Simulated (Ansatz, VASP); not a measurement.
# Hf2C: VASP beside Ansatz

File INCAR:

```
PREC = Accurate
ENCUT = 600
EDIFF = 1E-7
ISMEAR = 0
SIGMA = 0.1
LREAL = F
LASPH = T
NELM = 80
ALGO = Normal
ISIF = 3
LWAVE = F
LCHARG = F
GGA = PS
IBRION = 2
NSW = 80
EDIFFG = -0.01
```

File KPOINTS:

```
Automatic mesh
0
Gamma
  18 18 18
```

File POSCAR:

```
Hf2C
1.0
    1.6261878774      0.9388800088      5.2186528604
   -1.6261878774      0.9388800088      5.2186528604
    0.0000000000     -1.8777600175      5.2186528604
Hf C
2 1
Direct
    0.2460824126      0.2460824126      0.2460824126
    0.7539175874      0.7539175874      0.7539175874
    0.5000000000      0.5000000000      0.5000000000
```

Input for Ansatz:

```yaml
crystal:
  lattice:
    - [1.6261878774, 0.9388800088, 5.2186528604]
    - [-1.6261878774, 0.9388800088, 5.2186528604]
    - [0.0, -1.8777600175, 5.2186528604]
  atoms:
    - { symbol: Hf, position: [0.2460824126, 0.2460824126, 0.2460824126] }
    - { symbol: Hf, position: [0.7539175874, 0.7539175874, 0.7539175874] }
    - { symbol: C, position: [0.5, 0.5, 0.5] }
basis:
  ecutwfc: 420
kpoints:
  mp_grid: { grid: [18, 18, 18] }
hamiltonian:
  xc: pbesol
scf:
  occupations: { method: gaussian, width: 0.1 }
output:
  forces: true
  stress: true
  eigenvalues: true
relax:
  adjacent_minimum: "off"
  f_tol: 0.01
  max_steps: 60
  cell: { stress_tol: 0.1 }
```

Alike in both runs: task relaxation of cell and atoms; functional PBEsol; k mesh 18 × 18 × 18; occupations gaussian, width 0.1 eV; no spin polarisation.

```csv
,VASP,Ansatz
version,VASP 6.6.1,Ansatz 0.2.0
potentials or method,"VASP PAW PBE potentials, release 64 (Hf_pv, C), cutoff 600 eV","scalar-relativistic, plane waves, PAW"
valence electrons in the cell,24,56
```

|  | VASP | Ansatz | Ansatz less VASP |
| --- | --- | --- | --- |
| gap on the k mesh at the Fermi level, each at its own relaxed structure (eV) | none | none | - |
| relaxed volume (Å³/atom) | 15.90 | 15.93 | +0.027 |
| relaxed cell length with the largest relative difference (Å) | 5.534 | 5.535 | +0.0007 |

VASP's potentials were made for PBE, not for PBEsol. A gap of «none» marks a metal or a gap that the smearing closes. VASP's potentials hold 24 valence electrons a cell and Ansatz's 56, so a difference there can come from the potentials and not from the codes.

Neither program's run includes spin-orbit coupling.
